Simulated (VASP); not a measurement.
# Te (Im-3m) in VASP: notebook

Te is run at these levels: BLYP; tasks: single point, relaxation of cell and atoms.

Program: VASP 6.6.1. These are calculated values, not measurements. Logs are shortened: lines on timing, memory, paths and dates and some standing lists are left out, and cuts for length are marked.

### Step 1. The cell of the first run

It takes space group Im-3m (No. 229, cubic). Conventional cell: a = 4.003 Å, b = 4.003 Å, c = 4.003 Å, α = 90.00°, β = 90.00°, γ = 90.00°. Te (site symmetry m-3m) has 14 Te at 3.47 to 4.00 Å within 4.6 Å.

### Step 2. Single point, BLYP

File INCAR:

```
PREC = Accurate
ENCUT = 520
EDIFF = 1E-6
ISMEAR = -1
SIGMA = 0.1
LREAL = F
LASPH = T
NELM = 100
ALGO = Normal
ISIF = 2
LWAVE = F
LCHARG = F
GGA = B5
ALDAX = 1.0
AGGAX = 1.0
AGGAC = 1.0
ALDAC = 0.0
NBANDS = 9
```

File KPOINTS:

```
regular mesh
0
Gamma
  13 13 13
```

File POSCAR:

```
Te
1.0
   -2.0014932162      2.0014932162      2.0014932162
    2.0014932162     -2.0014932162      2.0014932162
    2.0014932162      2.0014932162     -2.0014932162
Te
1
Direct
    0.0000000000      0.0000000000      0.0000000000
```

Potentials or basis: VASP PAW PBE potentials, release 64 (Te).

Started as:

```console
$ cat potpaw_PBE.64/Te/POTCAR > POTCAR
$ mpirun -np 1 vasp_std > vasp.out
```

OUTCAR:

```text
PREC = Accurate
   ENCUT = 520
   EDIFF = 1E-6
   ISMEAR = -1
   LREAL = F
   LASPH = T
   NELM = 100
   ISIF = 2
   GGA = B5

 ion  position               nearest neighbor table
   1  0.000  0.000  0.000-

  LATTYP: Found a body centered cubic cell.
 ALAT       =     4.0029864324

  Lattice vectors:

 A1 = (  -2.0014932162,   2.0014932162,   2.0014932162)
 A2 = (   2.0014932162,  -2.0014932162,   2.0014932162)
 A3 = (   2.0014932162,   2.0014932162,  -2.0014932162)

Analysis of symmetry for initial positions (statically):
=====================================================================
 Subroutine PRICEL returns:
 Original cell was already a primitive cell.

 Routine SETGRP: Setting up the symmetry group for a
 body centered cubic supercell.

 Subroutine GETGRP returns: Found 48 space group operations
 (whereof 48 operations were pure point group operations)
 out of a pool of 48 trial point group operations.

The static configuration has the point symmetry O_h .

Analysis of symmetry for dynamics (positions and initial velocities):
=====================================================================
 Subroutine PRICEL returns:
 Original cell was already a primitive cell.

 Routine SETGRP: Setting up the symmetry group for a
 body centered cubic supercell.

 Subroutine GETGRP returns: Found 48 space group operations
 (whereof 48 operations were pure point group operations)
 out of a pool of 48 trial point group operations.

The dynamic configuration has the point symmetry O_h .

 Subroutine INISYM returns: Found 48 space group operations
 (whereof 48 operations are pure point group operations),
 and found     1 'primitive' translations

----------------------------------------------------------------------------------------

                                     Primitive cell

  volume of cell :      32.0717

  direct lattice vectors                    reciprocal lattice vectors
    -2.001493216  2.001493216  2.001493216     0.000000000  0.249813487  0.249813487
     2.001493216 -2.001493216  2.001493216     0.249813487  0.000000000  0.249813487
     2.001493216  2.001493216 -2.001493216     0.249813487  0.249813487  0.000000000

  length of vectors
     3.466687941  3.466687941  3.466687941     0.353289622  0.353289622  0.353289622

  position of ions in fractional coordinates (direct lattice)
     0.000000000  0.000000000  0.000000000

  ion indices of the primitive-cell ions
   primitive index   ion index
                 1           1

----------------------------------------------------------------------------------------

 KPOINTS: regular mesh

Automatic generation of k-mesh.
 Grid dimensions read from file:
 generate k-points for:   13   13   13

 Generating k-lattice:

  Cartesian coordinates                     Fractional coordinates (reciprocal lattice)
     0.000000000  0.019216422  0.019216422     0.076923077  0.000000000  0.000000000
     0.019216422  0.000000000  0.019216422     0.000000000  0.076923077  0.000000000
     0.019216422  0.019216422  0.000000000     0.000000000  0.000000000  0.076923077

  Length of vectors
     0.027176125  0.027176125  0.027176125

  Shift w.r.t. Gamma in fractional coordinates (k-lattice)
     0.000000000  0.000000000  0.000000000

 Subroutine IBZKPT returns following result:
 ===========================================

 Found     84 irreducible k-points:

 Following reciprocal coordinates:
            Coordinates               Weight
  0.000000  0.000000  0.000000      1.000000
  0.076923  0.000000  0.000000     12.000000
  0.153846  0.000000  0.000000     12.000000
  0.230769  0.000000  0.000000     12.000000
  0.307692  0.000000  0.000000     12.000000
  0.384615  0.000000  0.000000     12.000000
[... 16 lines left out ...]
  0.153846  0.076923  0.076923     24.000000
  0.230769  0.076923  0.076923     24.000000
 [... further k-points ...]
   k-points           NKPTS =     84   k-points in BZ     NKDIM =     84   number of bands    NBANDS=      9
   number of dos      NEDOS =    301   number of ions     NIONS =      1
   total plane-waves  NPLWV =  21952
   dimension x,y,z NGX =    28 NGY =   28 NGZ =   28
   dimension x,y,z NGXF=    56 NGYF=   56 NGZF=   56
   ions per type =               1
   NGX,Y,Z   is equivalent  to a cutoff of  13.43, 13.43, 13.43 a.u.
   NGXF,Y,Z  is equivalent  to a cutoff of  26.85, 26.85, 26.85 a.u.
 SYSTEM =  unknown system
   PREC   = accura    normal or accurate (medium, high low for compatibility)
   ISTART =      0    job   : 0-new  1-cont  2-samecut
   ICHARG =      2    charge: 1-file 2-atom 10-const
   ISPIN  =      1    spin polarized calculation?
   LNONCOLLINEAR =      F non collinear calculations
   LSORBIT =      F    spin-orbit coupling
   LASPH  =      T    aspherical Exc in radial PAW
   ENCUT  =  520.0 eV  38.22 Ry    6.18 a.u.   6.45  6.45  6.45*2*pi/ulx,y,z
   NELM   =    100;   NELMIN=  2; NELMDL= -5     # of ELM steps
   EDIFF  = 0.1E-05   stopping-criterion for ELM
   LREAL  =      F    real-space projection
   EDIFFG = 0.1E-04   stopping-criterion for IOM
   NSW    =      0    number of steps for IOM
   IBRION =     -1    ionic relax: 0-MD 1-quasi-New 2-CG
   NFREE  =      0    steps in history (QN), initial steepest desc. (CG)
   ISIF   =      2    stress and relaxation
   ISYM   =      2    0-nonsym 1-usesym 2-fastsym
   POTIM  = 0.5000    time-step for ionic-motion
   TEBEG  =    0.0;   TEEND  =   0.0 temperature during run
   PSTRESS=    0.0 pullay stress
   NELECT =       6.0000    total number of electrons
   NUPDOWN=      -1.0000    fix difference up-down
   EMIN   =  10.00;   EMAX   =-10.00  energy-range for DOS
   EFERMI =   0.00;   METHOD = LEGACY
   ISMEAR =    -1;   SIGMA  =   0.10  broadening in eV -4-tet -1-fermi 0-gaus
   EFERMI_NEDOS =   21; number of points for ismear=-14 and -15
   IALGO  =     38    algorithm
   IMIX   =      4    mixing-type and parameters
     AMIX     =   0.40;   BMIX     =  1.00
     AMIX_MAG =   1.60;   BMIX_MAG =  1.00
  volume/ion in A,a.u.               =      32.07       216.43
  Fermi-wavevector in a.u.,A,eV,Ry     =   0.936306  1.769362 11.927804  0.876669
  Thomas-Fermi vector in A             =   2.063302
   LORBIT       =      0    0 simple, 1 ext, 2 COOP (PROOUT), +10 PAW based schemes
   GGA     = B5    functional components
   LHFCALC =     F    Hartree Fock is set to
   AEXX    =    0.0000 exact exchange contribution
   IVDW    =     0    specifies the selected vdW correction
   LEPSILON=     F    determine dielectric tensor
   LRPA    =     F    only Hartree local field effects (RPA)
 non-spin polarized calculation
  energy-cutoff  :      520.00
  volume of cell :       32.07
 maximum number of plane-waves:       901
 NGX is ok and might be reduce to    28
   NGX = 13   NGY = 13   NGZ = 13

 number of electron       6.0000000 magnetization

 Free energy of the ion-electron system (eV)
  ---------------------------------------------------
  ext. energy  EPLUGINS =         0.00000000
  ---------------------------------------------------
  free energy    TOTEN  =        -2.10427728 eV

  energy without entropy =       -2.07684768  energy(sigma->0) =       -2.09056248

 E-fermi :   6.7374     XC(G=0):  -8.8902

 val. band max:        6.7120390636   @ k =   0.2308   0.0769   0.0769
 cond. band min:       6.7403006876   @ k =   0.2308   0.2308   0.0769
 fundamental gap:      0.0282616240
 Fermi energy:         6.7373768358

 k-point     1 :       0.0000    0.0000    0.0000
  band No.  band energies     occupation
      1      -6.2583      2.00000
      2       9.0196      0.00000
      3       9.0196      0.00000
      4       9.0196      0.00000
      5      15.6001      0.00000
      6      16.4385      0.00000
      7      16.4385      0.00000
      8      16.4385      0.00000
      9      18.7790      0.00000

 k-point     2 :       0.0769    0.0000    0.0000
  band No.  band energies     occupation
      1      -6.1680      2.00000
      2       8.4054      0.00000
      3       8.8176      0.00000
      4       8.9848      0.00000
      5      15.7790      0.00000
      6      16.0163      0.00000
      7      16.4596      0.00000
      8      16.8181      0.00000
      9      17.8612      0.00000

 k-point     3 :       0.1538    0.0000    0.0000
  band No.  band energies     occupation
      1      -5.9018      2.00000
      2       7.0154      0.11682
      3       8.3277      0.00000
      4       8.8862      0.00000
      5      14.9055      0.00000
      6      15.2729      0.00000
      7      17.3593      0.00000
      8      17.7792      0.00000
      9      17.8390      0.00000

 k-point     4 :       0.2308    0.0000    0.0000
  band No.  band energies     occupation
      1      -5.4773      2.00000
      2       5.4086      2.00000
      3       7.7543      0.00008
      4       8.7432      0.00000
      5      13.9533      0.00000
      6      14.5895      0.00000
      7      17.7637      0.00000
      8      17.9067      0.00000
      9      19.2902      0.00000
[... 205 lines left out ...]
 k-point    22 :       0.0769    0.0769    0.0769
  band No.  band energies     occupation
      1      -5.7298      2.00000
      2       6.3296      1.96667
      3       8.3414      0.00000
      4       8.3414      0.00000
      5      15.1949      0.00000
      6      15.1949      0.00000
      7      16.4886      0.00000
      8      18.2283      0.00000
      9      18.2283      0.00000

 k-point    23 :       0.1538    0.0769    0.0769
  band No.  band energies     occupation
      1      -5.3172      2.00000
      2       5.0834      2.00000
      3       7.4933      0.00104
      4       8.0771      0.00000
      5      14.8241      0.00000
      6      14.9158      0.00000
      7      17.3433      0.00000
      8      18.4517      0.00000
      9      18.5115      0.00000

 k-point    24 :       0.2308    0.0769    0.0769
  band No.  band energies     occupation
      1      -4.7947      2.00000
      2       3.8203      2.00000
      3       6.7120      1.12602
      4       7.8133      0.00004
      5      14.3269      0.00000
      6      14.7276      0.00000
      7      18.5313      0.00000
      8      18.6516      0.00000
      9      19.4453      0.00000

 [... further k-points ...]

------------------------ aborting loop because EDIFF is reached ----------------------------------------

  FORCE on cell =-STRESS in cart. coord.  units (eV):
  Direction    XX          YY          ZZ          XY          YZ          ZX
  --------------------------------------------------------------------------------------
  -------------------------------------------------------------------------------------
  Total       -0.0080452     -0.0080452     -0.0080452      0.0000000      0.0000000     -0.0000000
  in kB       -0.4019052     -0.4019052     -0.4019052      0.0000000      0.0000000     -0.0000000
  external PRESSURE =      -0.4019052 kB  Pullay stress =       0.0000000 kB

 VOLUME and BASIS-vectors are now :
 -----------------------------------------------------------------------------
  energy-cutoff  :      520.00
  volume of cell :       32.07
      direct lattice vectors                 reciprocal lattice vectors
    -2.001493216  2.001493216  2.001493216     0.000000000  0.249813487  0.249813487
     2.001493216 -2.001493216  2.001493216     0.249813487  0.000000000  0.249813487
     2.001493216  2.001493216 -2.001493216     0.249813487  0.249813487  0.000000000

 POSITION                                       TOTAL-FORCE (eV/Angst)
 -----------------------------------------------------------------------------------
      0.00000      0.00000      0.00000         0.000000     -0.000000      0.000000
 -----------------------------------------------------------------------------------
    total drift:                                0.000000      0.000000      0.000000

  FREE ENERGIE OF THE ION-ELECTRON SYSTEM (eV)
  ---------------------------------------------------
  free  energy   TOTEN  =        -2.1042772772 eV

  energy  without entropy=       -2.0768476804  energy(sigma->0) =       -2.09056248
```

Wall time 31 s (1 thread of Intel Xeon Platinum 8259CL at 2.50GHz (Skylake/Cascade Lake), shared host); peak memory 0.17 GiB.

What came out:

| Item | Value |
| --- | --- |
| Free energy | -2.1043 eV |
| Pressure | 0.0 GPa |
| Band gap on the k mesh | zero (band 3 reaches 9.02 eV, above the bottom of band 4 at 4.23 eV) |

Caveat: the PAW data sets were made with another functional, which shifts forces and pressure a little; spin-orbit coupling is left out, which moves the levels of the heavy elements.

(Part 1 of 2 ends here.)
